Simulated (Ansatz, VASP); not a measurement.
# Cs in VASP and in Ansatz

File INCAR:

```
SYSTEM = Cs
PREC     = Accurate       ! precision mode
ENCUT    = 520            ! plane-wave cutoff, eV
EDIFF    = 1E-6           ! SCF threshold, eV
ISMEAR   = -1             ! smearing method
SIGMA    = 0.1            ! smearing width, eV
LREAL    = .FALSE.        ! projectors in reciprocal space
LASPH    = .TRUE.         ! aspherical terms in the spheres
NELM     = 100            ! most SCF steps
ALGO     = Normal         ! electronic algorithm
ISIF     = 2              ! what is computed and relaxed
LWAVE    = .FALSE.        ! write WAVECAR
LCHARG   = .FALSE.        ! write CHGCAR
GGA      = PS             ! functional
NBANDS   = 26             ! bands
```

The input KPOINTS:

```
Automatic mesh
0
G
  5 5 2
  0 0 0
```

Contents of POSCAR:

```
Cs
1.0
    2.0133180000      3.4871660000      0.0000000000
   -2.0133180000      3.4871660000      0.0000000000
    0.0000000000      0.0000000000     13.0396230000
Cs
4
Direct
    0.0000000000      0.0000000000      0.0000000000
    0.0000000000      0.0000000000      0.5000000000
    0.3333300000      0.3333400000      0.7500000000
    0.6666600000      0.6666700000      0.2500000000
```

Input for Ansatz:

```yaml
crystal:
  lattice:
    - [2.013318, 3.487166, 0.0]
    - [-2.013318, 3.487166, 0.0]
    - [0.0, 0.0, 13.039623]
  atoms:
    - { symbol: Cs, position: [0.0, 0.0, 0.0] }
    - { symbol: Cs, position: [0.0, 0.0, 0.5] }
    - { symbol: Cs, position: [0.33333, 0.33334, 0.75] }
    - { symbol: Cs, position: [0.66666, 0.66667, 0.25] }
  symmetry: { tolerance: 0.0003 }
kpoints:
  mp_grid: { grid: [5, 5, 2], shift: [0, 0, 0] }
magnetization:
  spin_polarized: false
scf:
  occupations: { method: fermi_dirac }
hamiltonian:
  pseudopotentials: { kind: paw }
  xc: pbesol
basis:
  ecutwfc: 420
output:
  forces: true
  stress: true
  eigenvalues: true
```

Alike in both runs: task single point; functional PBEsol; k mesh 5 × 5 × 2; no spin polarisation.

```csv
,VASP,Ansatz
version,VASP 6.6.1,Ansatz 0.2.0
potentials or method,"VASP PAW PBE potentials, release 64 (Cs_sv), cutoff 520 eV",PAW plane waves
occupations,"fermi-dirac, width 0.1 eV",fermi-dirac
valence electrons in the cell,36,36
```

```csv
,VASP,Ansatz,Ansatz less VASP
gap on the k mesh at the Fermi level (eV),none,none,-
pressure (GPa),4.1,4.1,-0.05
"traceless stress, the component that is largest in VASP (GPa)",0.36,0.36,-0.006
```

VASP's potentials were made for PBE, not for PBEsol. A gap of «none» marks a metal or a gap that the smearing closes. Ansatz's warnings: structure snapped to symmetry.

The k mesh is coarse, so the values compare programs but aren't converged. Spin-orbit coupling is off throughout.
